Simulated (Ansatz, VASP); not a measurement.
One calculation of Ru, two programs

INCAR

```
PREC = Accurate
ENCUT = 520
EDIFF = 1E-6
ISMEAR = 1
SIGMA = 0.2
LREAL = F
LASPH = T
NELM = 60
ALGO = Normal
ISIF = 2
LWAVE = F
LCHARG = F
GGA = PE
NBANDS = 21
```

Contents of KPOINTS:

```
regular mesh
0
Gamma
  13 13 7
```

Contents of POSCAR:

```
Ru
1.0
    2.7235595794      0.0000000000      0.0000000000
   -1.3617797897      2.3586717845      0.0000000000
    0.0000000000      0.0000000000      4.2890849607
Ru
2
Direct
    0.3333333333      0.6666666667      0.2500000000
    0.6666666667      0.3333333333      0.7500000000
```

Input for Ansatz:

```yaml
crystal:
  lattice:
    - [2.7235595794, 0.0, 0.0]
    - [-1.3617797897, 2.3586717845, 0.0]
    - [0.0, 0.0, 4.2890849607]
  atoms:
    - { symbol: Ru, position: [0.3333333333, 0.6666666667, 0.25] }
    - { symbol: Ru, position: [0.6666666667, 0.3333333333, 0.75] }
hamiltonian:
  xc: pbe
  pseudopotentials:
    kind: paw
    azcp:
      Ru: "pseudopotentials/Ru.paw.azcp"
basis:
  ecutwfc: 420
  fft_grid_basis: typed
kpoints:
  mp_grid: { grid: [13, 13, 7], shift: [0, 0, 0] }
magnetization:
  spin_polarized: false
scf:
  occupations: { method: cold, width: 0.2 }
  lower_state_search: "off"
output:
  stress: true
```

Alike in both runs: task single point; functional PBE; k mesh 13 × 13 × 7; no spin polarisation.

```csv
,VASP,Ansatz
version,VASP 6.6.1,Ansatz 0.2.0
potentials or method,"VASP PAW PBE potentials, release 64 (Ru_pv), cutoff 520 eV","plane waves (420 eV) with PAW, scalar-relativistic"
occupations,"methfessel-paxton of order 1, width 0.2 eV","cold, width 0.2 eV"
valence electrons in the cell,28,32
```

|  | VASP | Ansatz | Ansatz less VASP |
| --- | --- | --- | --- |
| pressure (GPa) | -0.3 | -0.2 | +0.14 |
| traceless stress, the component that is largest in VASP (GPa) | 0.18 | 0.13 | -0.052 |

VASP's potentials hold 28 valence electrons a cell and Ansatz's 32, so a difference there can come from the potentials and not from the codes.
